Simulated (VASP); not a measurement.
Wanted: the native input for a VASP 6.6.1 run.

| Quantity | Value |
| --- | --- |
| Task | relaxation of cell and atoms |
| Functional | PBEsol |
| Potentials or basis | VASP PAW PBE potentials, release 64 (Si, O) |
| Cutoff | 840 eV |
| k mesh | 6 × 6 × 4 |
| Occupations | gaussian, width 0.03 eV |
| Spin | no spin polarisation |
| Tolerance level | tight |
| Purpose | cell |
| Passes | 3 |
| Further INCAR settings | ALGO = Normal; EDIFF = 1e-06 |

Crystal: SiO2.

```
Si O
1.0
     4.89124    0.00000    0.00000
     0.00000    4.89124    0.00000
     0.00000    0.00000    6.78390
Si O
4 8
Direct
  0.80325 0.80325 0.50000
  0.69675 0.30325 0.25000
  0.30325 0.69675 0.75000
  0.19675 0.19675 0.00000
  0.76176 0.11039 0.43204
  0.88961 0.23824 0.06796
  0.11039 0.76176 0.56796
  0.26176 0.38961 0.81796
  0.23824 0.88961 0.93204
  0.73824 0.61039 0.31796
  0.38961 0.26176 0.18204
  0.61039 0.73824 0.68204
```

One way to write it, as run:

POSCAR

```
SiO2
1.0
    4.8912405112      0.0000000000      0.0000000000
    0.0000000000      4.8912405112      0.0000000000
    0.0000000000      0.0000000000      6.7839026120
Si O
4 8
Direct
    0.8032465600      0.8032465600      0.5000000000
    0.6967534400      0.3032465600      0.2500000000
    0.3032465600      0.6967534400      0.7500000000
    0.1967534400      0.1967534400      0.0000000000
    0.7617576300      0.1103870700      0.4320415600
    0.8896129300      0.2382423700      0.0679584400
    0.1103870700      0.7617576300      0.5679584400
    0.2617576300      0.3896129300      0.8179584400
    0.2382423700      0.8896129300      0.9320415600
    0.7382423700      0.6103870700      0.3179584400
    0.3896129300      0.2617576300      0.1820415600
    0.6103870700      0.7382423700      0.6820415600
```

INCAR.step1

```
GGA = PS
ISMEAR = 0
SIGMA = 0.03
LWAVE = False
LCHARG = False
NSW = 80
PREC = Accurate
LASPH = True
LREAL = False
ALGO = Normal
EDIFF = 1E-6
NELM = 120
GGA_COMPAT = False
IBRION = 2
ISIF = 3
EDIFFG = -0.002
NELMIN = 4
ENCUT = 840
EFERMI = MIDGAP
KPAR = 8
POTIM = 0.5
```

INCAR.step4

```
GGA = PS
ISMEAR = 0
SIGMA = 0.03
LWAVE = False
LCHARG = False
PREC = Accurate
LASPH = True
LREAL = False
ALGO = Normal
EDIFF = 1E-6
NELM = 120
GGA_COMPAT = False
ISIF = 2
ENCUT = 840
EFERMI = MIDGAP
KPAR = 8
```

KPOINTS

```
Automatic mesh
0
Gamma
  6 6 4
  0 0 0
```

Potentials or basis: VASP PAW PBE potentials, release 64 (Si, O).

Command:

```console
$ cat potpaw_PBE.64/Si/POTCAR potpaw_PBE.64/O/POTCAR > POTCAR
$ cp INCAR.step1 INCAR
$ cp POSCAR.step1 POSCAR
$ mpirun -np 8 vasp_std > vasp.out
$ cp CONTCAR POSCAR
$ mpirun -np 8 vasp_std > vasp.out
$ cp CONTCAR POSCAR
$ mpirun -np 8 vasp_std > vasp.out
$ cp CONTCAR POSCAR
$ cp INCAR.step4 INCAR
$ mpirun -np 8 vasp_std > vasp.out
```

Results of the run:

```json
{
 "Relaxed volume": "15.06 Å³/atom",
 "Relaxed cell": "a = 5.058 Å, b = 5.058 Å, c = 7.063 Å, α = 90.00°, β = 90.00°, γ = 90.00°",
 "Space group after relaxing (to 0.1 Å)": "P4_32_12 (No. 96)",
 "Energy gained by relaxing": "38.6 meV/atom",
 "Ionic steps": "51",
 "Pressure after relaxing": "0.0 GPa",
 "Band gap on the k mesh": "5.55 eV"
}
```

Caveat: the PAW data sets were made with another functional, which shifts forces and pressure a little.

It took 31 min on 8 MPI ranks on Intel(R) Xeon(R) 6975P-C (Granite Rapids), on a shared host, peak memory 0.69 GiB a rank.
